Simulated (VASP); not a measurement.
# Ta8H in VASP: further runs

Runs on Ta8H. Level: PBE+D3(BJ). Tasks: single point.

Everything below comes from runs of VASP 6.6.1. Logs are shortened: lines on timing, memory, paths and dates and some standing lists are left out, and cuts for length are marked.

## 1. The cell of the first run

The cell holds a slab with vacuum, 9 atoms: a = 4.646 Å, b = 4.646 Å, c = 25.638 Å, α = 90.00°, β = 90.00°, γ = 120.00°.

## 2. Single point, PBE+D3(BJ)

The input, INCAR:

```
SYSTEM = Ta8H
PREC = Accurate
ENCUT = 520
EDIFF = 1E-6
ISMEAR = 0
SIGMA = 0.1
LREAL = .FALSE.
LASPH = .TRUE.
NELM = 80
ALGO = Normal
ISIF = 2
LWAVE = .FALSE.
LCHARG = .TRUE.
LDIPOL = .TRUE.
IDIPOL = 3
DIPOL = 0.5 0.5 0.480
GGA = PE
IVDW = 12
LELF = .TRUE.
LVHAR = .TRUE.
LVACPOTAV = .TRUE.
NBANDS = 54
```

The input, KPOINTS:

```
regular mesh
0
G
  6 6 1
  0 0 0
```

The input, POSCAR:

```
Ta8H
1.0
    4.6456161668      0.0000000000      0.0000000000
   -2.3228080834      4.0232216167      0.0000000000
    0.0000000000      0.0000000000     25.6379770039
Ta H
8 1
Direct
    0.6666666667      0.3333333333      0.3315394190
    0.3333333333      0.6666666667      0.3685268315
    0.0000000000      0.0000000000      0.4055142438
    0.6666666667      0.3333333333      0.4425016562
    0.3333333333      0.6666666667      0.4762660038
    0.0000000000      0.0000000000      0.5198566660
    0.6666666667      0.3333333333      0.5522688407
    0.3333333333      0.6666666667      0.5789370640
    0.3333333333      0.8333333333      0.6434772780
```

Potentials or basis: VASP PAW PBE potentials, release 64 (Ta_pv, H).

The run is started by

```
$ cat potpaw_PBE.64/Ta_pv/POTCAR potpaw_PBE.64/H/POTCAR > POTCAR
$ mpirun -np 1 vasp_std > vasp.out
```

OUTCAR:

```text
SYSTEM = Ta8H
   PREC = Accurate
   ENCUT = 520
   EDIFF = 1E-6
   ISMEAR = 0
   LREAL = .FALSE.
   LASPH = .TRUE.
   NELM = 80
   ISIF = 2
   GGA = PE
   IVDW = 12
 IVDW          = 12

 ion  position               nearest neighbor table
   1  0.667  0.333  0.332-   4 2.84   2 2.84   2 2.84   2 2.84   3 3.28   3 3.28   3 3.28
   2  0.333  0.667  0.369-   5 2.76   3 2.84   3 2.84   3 2.84   1 2.84   1 2.84   1 2.84   4 3.28
                             4 3.28   4 3.28
   3  0.000  0.000  0.406-   2 2.84   2 2.84   2 2.84   4 2.84   4 2.84   4 2.84   6 2.93   5 3.24
                             5 3.24   5 3.24   1 3.28   1 3.28   1 3.28
   4  0.667  0.333  0.443-   7 2.81   5 2.82   5 2.82   5 2.82   1 2.84   3 2.84   3 2.84   3 2.84
                             2 3.28   2 3.28   2 3.28   6 3.34   6 3.34   6 3.34
   5  0.333  0.667  0.476-   8 2.63   2 2.76   4 2.82   4 2.82   4 2.82   6 2.91   6 2.91   6 2.91
                             3 3.24   3 3.24   3 3.24   7 3.32   7 3.32   7 3.32
   6  0.000  0.000  0.520-   7 2.81   7 2.81   7 2.81   5 2.91   5 2.91   5 2.91   3 2.93   8 3.08
                             8 3.08   8 3.08   4 3.34   4 3.34   4 3.34
   7  0.667  0.333  0.552-   8 2.77   8 2.77   8 2.77   6 2.81   6 2.81   6 2.81   4 2.81   5 3.32
                             5 3.32   5 3.32
   8  0.333  0.667  0.579-   9 1.83   5 2.63   7 2.77   7 2.77   7 2.77   6 3.08   6 3.08   6 3.08

   9  0.333  0.833  0.643-   8 1.83

  LATTYP: Found a hexagonal cell.
 ALAT       =     4.6456161668
 C/A-ratio  =     5.5187462940

  Lattice vectors:

 A1 = (   4.6456161668,   0.0000000000,   0.0000000000)
 A2 = (  -2.3228080834,   4.0232216167,   0.0000000000)
 A3 = (   0.0000000000,   0.0000000000,  25.6379770039)

Analysis of symmetry for initial positions (statically):
=====================================================================
 Subroutine PRICEL returns:
 Original cell was already a primitive cell.

 Routine SETGRP: Setting up the symmetry group for a
 hexagonal supercell.

 Subroutine GETGRP returns: Found  1 space group operations
 (whereof  1 operations were pure point group operations)
 out of a pool of 24 trial point group operations.

The static configuration has the point symmetry C_1 .

Analysis of symmetry for dynamics (positions and initial velocities):
=====================================================================
 Subroutine PRICEL returns:
 Original cell was already a primitive cell.

 Routine SETGRP: Setting up the symmetry group for a
 hexagonal supercell.

 Subroutine GETGRP returns: Found  1 space group operations
 (whereof  1 operations were pure point group operations)
 out of a pool of 24 trial point group operations.

The dynamic configuration has the point symmetry C_1 .

 Subroutine INISYM returns: Found  1 space group operations
 (whereof  1 operations are pure point group operations),
 and found     1 'primitive' translations

----------------------------------------------------------------------------------------

                                     Primitive cell

  volume of cell :     479.1826

  direct lattice vectors                    reciprocal lattice vectors
     4.645616167  0.000000000  0.000000000     0.215256699  0.124278513  0.000000000
    -2.322808083  4.023221617  0.000000000     0.000000000  0.248557026  0.000000000
     0.000000000  0.000000000 25.637977004     0.000000000  0.000000000  0.039004638

  length of vectors
     4.645616167  4.645616167 25.637977004     0.248557026  0.248557026  0.039004638

  position of ions in fractional coordinates (direct lattice)
     0.666666667  0.333333333  0.331539419
     0.333333333  0.666666667  0.368526831
     0.000000000  0.000000000  0.405514244
     0.666666667  0.333333333  0.442501656
     0.333333333  0.666666667  0.476266004
     0.000000000  0.000000000  0.519856666
     0.666666667  0.333333333  0.552268841
     0.333333333  0.666666667  0.578937064
     0.333333333  0.833333333  0.643477278

  ion indices of the primitive-cell ions
   primitive index   ion index
                 1           1
                 2           2
                 3           3
                 4           4
                 5           5
                 6           6
                 7           7
                 8           8
                 9           9

----------------------------------------------------------------------------------------

 KPOINTS: regular mesh

Automatic generation of k-mesh.
 Grid dimensions read from file:
 generate k-points for:    6    6    1

 Generating k-lattice:

  Cartesian coordinates                     Fractional coordinates (reciprocal lattice)
     0.035876116  0.020713086  0.000000000     0.166666667  0.000000000  0.000000000
     0.000000000  0.041426171  0.000000000     0.000000000  0.166666667  0.000000000
     0.000000000  0.000000000  0.039004638     0.000000000  0.000000000  1.000000000

  Length of vectors
     0.041426171  0.041426171  0.039004638

  Shift w.r.t. Gamma in fractional coordinates (k-lattice)
     0.000000000  0.000000000  0.000000000

 Subroutine IBZKPT returns following result:
 ===========================================

 Found     20 irreducible k-points:

 Following reciprocal coordinates:
            Coordinates               Weight
  0.000000  0.000000  0.000000      1.000000
  0.166667 -0.000000  0.000000      2.000000
  0.000000  0.166667  0.000000      2.000000
 -0.166667  0.166667  0.000000      2.000000
  0.333333 -0.000000  0.000000      2.000000
  0.000000  0.333333  0.000000      2.000000
[... 12 lines left out ...]
  0.500000 -0.166667  0.000000      2.000000
  0.333333  0.333333  0.000000      2.000000
   k-points           NKPTS =     20   k-points in BZ     NKDIM =     20   number of bands    NBANDS=     54
   number of dos      NEDOS =    301   number of ions     NIONS =      9
   total plane-waves  NPLWV = 248832
   dimension x,y,z NGX =    36 NGY =   36 NGZ =  192
   dimension x,y,z NGXF=    72 NGYF=   72 NGZF=  384
   ions per type =               8   1
   NGX,Y,Z   is equivalent  to a cutoff of  12.88, 12.88, 12.45 a.u.
   NGXF,Y,Z  is equivalent  to a cutoff of  25.77, 25.77, 24.90 a.u.
 SYSTEM =  Ta8H
   PREC   = accura    normal or accurate (medium, high low for compatibility)
   ISTART =      0    job   : 0-new  1-cont  2-samecut
   ICHARG =      2    charge: 1-file 2-atom 10-const
   ISPIN  =      1    spin polarized calculation?
   LNONCOLLINEAR =      F non collinear calculations
   LSORBIT =      F    spin-orbit coupling
   LASPH  =      T    aspherical Exc in radial PAW
   ENCUT  =  520.0 eV  38.22 Ry    6.18 a.u.   8.64  8.64 47.67*2*pi/ulx,y,z
   NELM   =     80;   NELMIN=  2; NELMDL= -5     # of ELM steps
   EDIFF  = 0.1E-05   stopping-criterion for ELM
   LREAL  =      F    real-space projection
   EDIFFG = 0.1E-04   stopping-criterion for IOM
   NSW    =      0    number of steps for IOM
   IBRION =     -1    ionic relax: 0-MD 1-quasi-New 2-CG
   NFREE  =      0    steps in history (QN), initial steepest desc. (CG)
   ISIF   =      2    stress and relaxation
   ISYM   =      2    0-nonsym 1-usesym 2-fastsym
   POTIM  = 0.5000    time-step for ionic-motion
   TEBEG  =    0.0;   TEEND  =   0.0 temperature during run
   PSTRESS=    0.0 pullay stress
   NELECT =      89.0000    total number of electrons
   NUPDOWN=      -1.0000    fix difference up-down
   EMIN   =  10.00;   EMAX   =-10.00  energy-range for DOS
   EFERMI =   0.00;   METHOD = LEGACY
   ISMEAR =     0;   SIGMA  =   0.10  broadening in eV -4-tet -1-fermi 0-gaus
   EFERMI_NEDOS =   21; number of points for ismear=-14 and -15
   IALGO  =     38    algorithm
   IMIX   =      4    mixing-type and parameters
     AMIX     =   0.40;   BMIX     =  1.00
     AMIX_MAG =   1.60;   BMIX_MAG =  1.00
  volume/ion in A,a.u.               =      53.24       359.30
  Fermi-wavevector in a.u.,A,eV,Ry     =   0.934052  1.765103 11.870451  0.872454
  Thomas-Fermi vector in A             =   2.060817
   LORBIT       =      0    0 simple, 1 ext, 2 COOP (PROOUT), +10 PAW based schemes
   GGA     = PE    functional components
   LHFCALC =     F    Hartree Fock is set to
   AEXX    =    0.0000 exact exchange contribution
   IVDW    =    12    specifies the selected vdW correction
   LEPSILON=     F    determine dielectric tensor
   LRPA    =     F    only Hartree local field effects (RPA)
 non-spin polarized calculation
 Gauss-broadening in eV      SIGMA  =   0.10
  energy-cutoff  :      520.00
  volume of cell :      479.18
 maximum number of plane-waves:     12937
 NGX is ok and might be reduce to    36
   NGX = 17   NGY = 17   NGZ = 95

 dipolmoment           0.000000      0.000000     -0.022188 electrons x Angstroem

 number of electron      89.0000007 magnetization

 dipolmoment           0.000000      0.000000      0.221093 electrons x Angstroem

 Free energy of the ion-electron system (eV)
  ---------------------------------------------------
  ext. energy  EPLUGINS =         0.00000000
  ---------------------------------------------------
  free energy    TOTEN  =       -90.94624789 eV

  energy without entropy =      -90.88259691  energy(sigma->0) =      -90.91442240

 E-fermi :  -1.3377     XC(G=0):  -4.7317

 val. band max:       -1.3410365414   @ k =   0.0000   0.1667   0.0000
 cond. band min:      -1.3367102049   @ k =   0.1667  -0.0000   0.0000
 fundamental gap:      0.0043263365
 Fermi energy:        -1.3377482602

 k-point     1 :       0.0000    0.0000    0.0000
  band No.  band energies     occupation
      1     -35.9453      2.00000
      2     -35.7310      2.00000
      3     -35.7276      2.00000
      4     -35.5866      2.00000
      5     -35.5040      2.00000
      6     -35.4875      2.00000
[... 46 lines left out ...]
     53       1.1502      0.00000
     54       1.4790      0.00000

 k-point     2 :       0.1667   -0.0000    0.0000
  band No.  band energies     occupation
      1     -35.9536      2.00000
      2     -35.7540      2.00000
      3     -35.7344      2.00000
      4     -35.6394      2.00000
      5     -35.5867      2.00000
      6     -35.5426      2.00000
[... 46 lines left out ...]
     53       1.0316      0.00000
     54       1.1968      0.00000

 k-point     3 :       0.0000    0.1667    0.0000
  band No.  band energies     occupation
      1     -35.9536      2.00000
      2     -35.7517      2.00000
      3     -35.7370      2.00000
      4     -35.6309      2.00000
      5     -35.6019      2.00000
      6     -35.5392      2.00000
[... 46 lines left out ...]
     53       1.0383      0.00000
     54       1.1465      0.00000
[... 856 lines left out ...]
 k-point    19 :       0.5000   -0.1667    0.0000
  band No.  band energies     occupation
      1     -35.9846      2.00000
      2     -35.7999      2.00000
      3     -35.7600      2.00000
      4     -35.7082      2.00000
      5     -35.6510      2.00000
      6     -35.5644      2.00000
[... 46 lines left out ...]
     53       0.6616      0.00000
     54       0.8794      0.00000

 k-point    20 :       0.3333    0.3333    0.0000
  band No.  band energies     occupation
      1     -35.9908      2.00000
      2     -35.7915      2.00000
      3     -35.7574      2.00000
      4     -35.6922      2.00000
      5     -35.6260      2.00000
      6     -35.5380      2.00000
[... 46 lines left out ...]
     53       0.3299      0.00000
     54       0.7328      0.00000

------------------------ aborting loop because EDIFF is reached ----------------------------------------

 Edisp (eV)   -3.59256

 E8    (eV) :    -1.9447

  FORCE on cell =-STRESS in cart. coord.  units (eV):
  Direction    XX          YY          ZZ          XY          YZ          ZX
  --------------------------------------------------------------------------------------
  -------------------------------------------------------------------------------------
  Total      -5.12752    -5.35559    -2.24295    -0.28882     0.89151    -0.12990
  in kB     -17.14420   -17.90675    -7.49945    -0.96570     2.98081    -0.43431
  external pressure =      -14.18 kB  Pullay stress =        0.00 kB

 VOLUME and BASIS-vectors are now :
 -----------------------------------------------------------------------------
  energy-cutoff  :      520.00
  volume of cell :      479.18
      direct lattice vectors                 reciprocal lattice vectors
     4.645616167  0.000000000  0.000000000     0.215256699  0.124278513  0.000000000
    -2.322808083  4.023221617  0.000000000     0.000000000  0.248557026  0.000000000
     0.000000000  0.000000000 25.637977004     0.000000000  0.000000000  0.039004638

 POSITION                                       TOTAL-FORCE (eV/Angst)
 -----------------------------------------------------------------------------------
      2.32281      1.34107      8.50000         0.039902     -0.079753      1.916514
     -0.00000      2.68215      9.44828        -0.020101      0.024096     -0.217355
      0.00000      0.00000     10.39656        -0.024911      0.103116     -1.198393
      2.32281      1.34107     11.34485         0.027703     -0.013501     -0.632423
     -0.00000      2.68215     12.21050        -0.021502      0.011108     -0.342474
      0.00000      0.00000     13.32807         0.062397     -0.337892     -0.312044
      2.32281      1.34107     14.15906         0.184230     -0.392642      0.185392
     -0.00000      2.68215     14.84278        -0.347230      0.579142      0.585446
     -0.38713      3.35268     16.49746         0.099511      0.106327      0.015338
 -----------------------------------------------------------------------------------
    total drift:                               -0.000048      0.000075     -0.000126

  FREE ENERGIE OF THE ION-ELECTRON SYSTEM (eV)
  ---------------------------------------------------
  free  energy   TOTEN  =       -94.5388087081 eV

  energy  without entropy=      -94.4751577302  energy(sigma->0) =      -94.50698322

 vacuum level on the upper side and lower side of the slab         4.205         2.065
```

Run time: 17 min. Hardware: 1 thread of AMD EPYC 7R13 (Zen 3), shared host; peak memory 0.74 GiB.

Results:

```
Free energy                : -94.5388 eV
Largest force              : 1.919 eV/Å
Band gap on the k mesh     : zero (an odd number of electrons rules out a gap without spin polarisation)
Dispersion energy per atom : -0.399 eV
```

Forces in eV/Å, atoms in the order of the input:
```
Ta   0.040 -0.080  1.917
Ta  -0.020  0.024 -0.217
Ta  -0.025  0.103 -1.198
Ta   0.028 -0.014 -0.632
Ta  -0.022  0.011 -0.342
Ta   0.062 -0.338 -0.312
Ta   0.184 -0.393  0.185
Ta  -0.347  0.579  0.585
H    0.100  0.106  0.015
```

Caveat: spin-orbit coupling is left out, which moves the levels of the heavy elements.

## 3. Single point, PBE+D3(BJ)

The input, INCAR:

```
SYSTEM = Ta8H
PREC = Accurate
ENCUT = 520
EDIFF = 1E-6
ISMEAR = 0
SIGMA = 0.1
LREAL = .False.
LASPH = .True.
NELM = 100
ALGO = Normal
ISIF = 2
LWAVE = .False.
LCHARG = .False.
LDIPOL = .True.
IDIPOL = 3
DIPOL = 0.5 0.5 0.476
GGA = PE
IVDW = 12
NBANDS = 54
```

The input, KPOINTS:

```
Automatic mesh
0
Gamma
  6 6 1
  0 0 0
```

POSCAR, as its differences from that of step 2:

```diff
@@ -16,2 +16,2 @@
     0.3333333333      0.6666666667      0.5789370640
-    0.3333333333      0.8333333333      0.6434772780
+    0.5000000000      1.1666666667      0.6069912396
```

Potentials or basis: VASP PAW PBE potentials, release 64 (Ta_pv, H).

The run is started by

```
$ cat potpaw_PBE.64/Ta_pv/POTCAR potpaw_PBE.64/H/POTCAR > POTCAR
$ mpirun -np 1 vasp_std > vasp.out
```

It took 14 min on 1 thread of Intel Xeon 6975P-C (Granite Rapids), shared host; peak memory 0.79 GiB.

The run converged. Its results:

```yaml
Free_energy: -94.8423 eV
Largest_force: 4.102 eV/Å
Band_gap_on_the_k_mesh: zero (an odd number of electrons rules out a gap without spin polarisation)
Dispersion_energy_per_atom: -0.403 eV
```

Forces in eV/Å, atoms in the order of the input:
```
Ta   0.003  0.041  1.820
Ta   0.021 -0.016 -0.209
Ta   0.002  0.063 -1.083
Ta   0.027 -0.051 -1.016
Ta   0.068  0.034  0.142
Ta   0.022  0.145 -0.341
Ta   0.705  1.195 -3.179
Ta  -0.103  0.642  0.393
H   -0.743 -2.052  3.474
```

Levels at points of the mesh, in eV from the Fermi level:
```tsv
k point	band 42	band 43	band 44	band 45	band 46	band 47	band 48	band 49
(0.00, 0.00, 0.00)	-0.62	-0.58	-0.22	-0.20	0.06	0.25	0.39	0.65
(0.50, 0.00, 0.00)	-0.71	-0.63	-0.46	-0.31	0.36	0.60	0.77	1.07
(0.00, 0.50, 0.00)	-0.70	-0.58	-0.52	-0.31	0.30	0.48	0.78	1.00
(0.50, 0.50, 0.00)	-0.71	-0.62	-0.47	-0.31	0.35	0.49	0.77	1.10
```

Caveat: spin-orbit coupling is left out, which moves the levels of the heavy elements.

## 4. Single point, PBE+D3(BJ)

The input, INCAR:

```
PREC = Accurate
ENCUT = 520
EDIFF = 1E-6
ISMEAR = 0
SIGMA = 0.1
LREAL = F
LASPH = T
NELM = 60
ALGO = Normal
ISIF = 2
LWAVE = F
LCHARG = F
LDIPOL = T
IDIPOL = 3
DIPOL = 0.5 0.5 0.480
GGA = PE
IVDW = 12
NBANDS = 54
```

The input, KPOINTS:

```
regular mesh
0
Gamma
  6 6 1
```

POSCAR, as its differences from that of step 3:

```diff
@@ -16,2 +16,2 @@
     0.3333333333      0.6666666667      0.5789370640
-    0.5000000000      1.1666666667      0.6069912396
+    0.5000000000      1.1666666667      0.6459958772
```

The run is started by

```
$ cat potpaw_PBE.64/Ta_pv/POTCAR potpaw_PBE.64/H/POTCAR > POTCAR
$ mpirun -np 1 vasp_std > vasp.out
```

It took 14 min on 1 thread of Intel Xeon 6975P-C (Granite Rapids), shared host; peak memory 0.79 GiB.

Results (log left out):

* Free energy: -94.4137 eV
* Largest force: 1.911 eV/Å
* Band gap on the k mesh: zero (an odd number of electrons rules out a gap without spin polarisation)
* Dispersion energy per atom: -0.404 eV

Forces in eV/Å, atoms in the order of the input:
```
Ta   0.011  0.006  1.872
Ta  -0.010 -0.025 -0.177
Ta   0.012  0.062 -1.187
Ta   0.030  0.012 -0.975
Ta   0.005  0.019  0.120
Ta  -0.024 -0.078 -0.380
Ta  -0.247 -0.560  1.430
Ta  -0.090  0.589  1.183
H    0.312 -0.024 -1.886
```

Levels at points of the mesh, in eV from the Fermi level:
```tsv
k point	band 43	band 44	band 45	band 46	band 47	band 48
(0.00, 0.00, 0.00)	-0.58	-0.19	-0.18	0.05	0.39	0.40
(0.50, 0.00, 0.00)	-0.57	-0.44	-0.29	0.24	0.45	0.80
(0.00, 0.50, 0.00)	-0.57	-0.55	-0.29	0.24	0.56	0.80
(0.50, 0.50, 0.00)	-0.57	-0.47	-0.29	0.31	0.43	0.80
```

Caveat: spin-orbit coupling is left out, which moves the levels of the heavy elements.

## 5. The runs side by side

```tsv
cell	gap on the mesh (eV)	largest force (eV/Å)
as given, atomic positions A	none	1.92
as given, atomic positions B	none	4.10
as given, atomic positions C	none	1.91
```

Alike in all rows: task single point; level PBE+D3(BJ); potentials or basis VASP PAW PBE potentials, release 64 (Ta_pv, H); no spin polarisation; k mesh 6 × 6 × 1; cutoff (eV) 520; smearing gaussian 0.1 eV.

Caveats: spin-orbit coupling is left out, which moves the levels of the heavy elements.

Total energies depend on the potentials used, so only differences within one code and one set of settings carry meaning.

The gap in the log of VASP goes by the Fermi energy; the results here count the filled bands.